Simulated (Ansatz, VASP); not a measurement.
Two plane-wave programs on ZrSiRu4

INCAR

```
  PREC = Accurate
  ENCUT = 600
  EDIFF = 1E-6
  ISMEAR = 0
  SIGMA = 0.1
  LREAL = False
  LASPH = True
  NELM = 60
  ALGO = Fast
  ISIF = 3
  LWAVE = False
  LCHARG = False
  GGA = PE
  IBRION = 2
  NSW = 100
  EDIFFG = -0.01
```

File KPOINTS:

```
regular mesh
0
Gamma
  10 10 10
```

File POSCAR:

```
ZrSiRu4
1.0
    0.0000000000      3.6110296105      3.6110296105
    3.6110296105      0.0000000000      3.6110296105
    3.6110296105      3.6110296105      0.0000000000
Zr Si Ru
1 1 4
Direct
    0.5000000000      0.5000000000      0.5000000000
    0.7500000000      0.7500000000      0.7500000000
    0.1235493806      0.1235493806      0.6293518581
    0.6293518581      0.1235493806      0.1235493806
    0.1235493806      0.1235493806      0.1235493806
    0.1235493806      0.6293518581      0.1235493806
```

Input for Ansatz:

```yaml
crystal:
  lattice:
    - [0.0, 3.6110296105, 3.6110296105]
    - [3.6110296105, 0.0, 3.6110296105]
    - [3.6110296105, 3.6110296105, 0.0]
  atoms:
    - { symbol: Zr, position: [0.5, 0.5, 0.5] }
    - { symbol: Si, position: [0.75, 0.75, 0.75] }
    - { symbol: Ru, position: [0.1235493806, 0.1235493806, 0.6293518581] }
    - { symbol: Ru, position: [0.6293518581, 0.1235493806, 0.1235493806] }
    - { symbol: Ru, position: [0.1235493806, 0.1235493806, 0.1235493806] }
    - { symbol: Ru, position: [0.1235493806, 0.6293518581, 0.1235493806] }
basis:
  ecutwfc: 420
kpoints:
  mp_grid: { grid: [10, 10, 10] }
hamiltonian:
  xc: pbe
scf:
  occupations: { method: gaussian, width: 0.1 }
output:
  forces: true
  stress: true
  eigenvalues: true
relax:
  adjacent_minimum: "off"
  f_tol: 0.01
  max_steps: 80
  cell: { stress_tol: 0.05 }
```

Change from the starting cell: species swapped into the DyNi4Au type (F-43m, No. 216).

Alike in both runs: task relaxation of cell and atoms; functional PBE; k mesh 10 × 10 × 10; occupations gaussian, width 0.1 eV; no spin polarisation.

```csv
,VASP,Ansatz
version,VASP 6.6.1,Ansatz 0.2.0
potentials or method,"VASP PAW PBE potentials, release 64 (Zr_sv, Si, Ru_pv), cutoff 600 eV","scalar-relativistic, plane waves, PAW"
valence electrons in the cell,72,80
```

|  | VASP | Ansatz | Ansatz less VASP |
| --- | --- | --- | --- |
| gap on the k mesh at the Fermi level, each at its own relaxed structure (eV) | none | none | - |
| relaxed volume (Å³/atom) | 15.70 | 15.70 | -0.006 |
| relaxed cell length with the largest relative difference (Å) | 5.107 | 5.107 | -0.0006 |

A gap of «none» marks a metal or a gap that the smearing closes. VASP's potentials hold 72 valence electrons a cell and Ansatz's 80, so a difference there can come from the potentials and not from the codes.
